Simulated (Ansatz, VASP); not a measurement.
## Two plane-wave programs on RbAl3

```
CELL_PARAMETERS angstrom
4.69592 0.00000 0.00000
0.00000 4.69592 0.00000
0.00000 0.00000 4.69592
ATOMIC_POSITIONS crystal
Rb 0.00000 0.00000 0.00000
Al 0.00000 0.50000 0.50000
Al 0.50000 0.00000 0.50000
Al 0.50000 0.50000 0.00000
```

Alike in both runs: functional PBE; k mesh 10 × 10 × 10; occupations gaussian, width 0.1 eV; no spin polarisation.

Ansatz relaxed the structure, and its values are those at the end. VASP's run is a single point on that final structure, the one shown.

```csv
,VASP,Ansatz
version,VASP 6.6.1,Ansatz 0.2.0
potentials or method,"VASP PAW PBE potentials, release 64 (Rb_sv, Al), cutoff 520 eV","scalar-relativistic, plane waves, PAW"
valence electrons in the cell,18,18
```

|  | VASP | Ansatz | Ansatz less VASP |
| --- | --- | --- | --- |
| gap on the k mesh at the Fermi level (eV) | none | none | - |
| pressure (GPa) | 0.0 | 0.0 | -0.02 |

A gap of «none» marks a metal or a gap that the smearing closes.
